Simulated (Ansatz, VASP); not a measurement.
## RbBr: VASP beside Ansatz

```
Rb Br
1.0
     4.12608    0.00000    0.00000
     0.00000    4.12608    0.00000
     0.00000    0.00000    4.12608
Rb Br
1 1
Direct
  0.00000 0.00000 0.92729
  0.50000 0.50000 0.50000
```

Alike in both runs: task single point; functional PBEsol; k mesh 6 × 6 × 6; occupations gaussian, width 0.05 eV; no spin polarisation.

|  | VASP | Ansatz |
| --- | --- | --- |
| version | VASP 6.6.1 | Ansatz 0.2.0 |
| potentials or method | VASP PAW PBE potentials, release 64 (Rb_sv, Br), cutoff 520 eV | scalar-relativistic, plane waves, PAW |
| valence electrons in the cell | 16 | 16 |

|  | VASP | Ansatz | Ansatz less VASP |
| --- | --- | --- | --- |
| gap on the k mesh at the Fermi level (eV) | 3.93 | 3.93 | +0.001 |
| least direct gap on the mesh (eV) | 4.08 | 4.08 | 0.000 |
| pressure (GPa) | -0.1 | -0.2 | -0.05 |
| traceless stress, the component that is largest in VASP (GPa) | -0.10 | -0.09 | +0.004 |
| rms of the force components (eV/Å) | 0.119 | 0.117 | -0.0023 |

VASP's potentials were made for PBE, not for PBEsol. Atom by atom the forces differ by 0.002 eV/Å (rms over components).
